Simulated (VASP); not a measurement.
Write the native input for VASP 6.6.1 that does the following.

```yaml
Task: single point
Functional: LDA
Potentials_or_basis: VASP PAW LDA potentials, release 64 (Sn_d, O)
Cutoff: 520 eV
k_mesh: 10 × 10 × 8
Occupations: gaussian, width 0.15 eV
Spin: no spin polarisation
Dipole_correction: no
Further_INCAR_settings: ALGO = Normal; EDIFF = 1e-06; NBANDS = 28
```

The structure of SnO lies in POSCAR:

```
SnO
1.0
    3.7668771934      0.0000000000      0.0000000000
    0.0000000000      3.7668771934      0.0000000000
    0.0000000000      0.0000000000      5.2140000000
Sn O
2 2
Direct
    0.0000000000      0.5000000000      0.2457459271
    0.5000000000      0.0000000000      0.7542540729
    0.0000000000      0.0000000000      0.0000000000
    0.5000000000      0.5000000000      0.0000000000
```

The input as run:

INCAR

```
PREC = Accurate ; ENCUT = 520
EDIFF = 1E-6 ; ISMEAR = 0
SIGMA = 0.15 ; LREAL = False
LASPH = True ; NELM = 100
ALGO = Normal ; ISIF = 2
LWAVE = False ; LCHARG = False
NBANDS = 28
```

KPOINTS

```
Automatic mesh
0
Gamma
  10 10 8
```

Potentials or basis: VASP PAW LDA potentials, release 64 (Sn_d, O).

Launch:

```sh
$ cat potpaw_LDA.64/Sn_d/POTCAR potpaw_LDA.64/O/POTCAR > POTCAR
$ mpirun -np 1 vasp_std > vasp.out
```

It gave:

| Quantity | Value |
| --- | --- |
| Pressure | -8.3 GPa |
| Largest force | 2.092 eV/Å |
| Band gap on the k mesh | zero (band 20 reaches 6.24 eV, above the bottom of band 21 at 6.01 eV) |

Caveat: spin-orbit coupling is left out, which moves the levels of the heavy elements; forces of over 1 eV/Å act on the atoms, so gaps and moduli don't describe the material at rest.

Wall time 61 s on 1 thread of Intel(R) Xeon(R) 6975P-C (Granite Rapids), with other jobs on the host, peak memory 0.27 GiB.
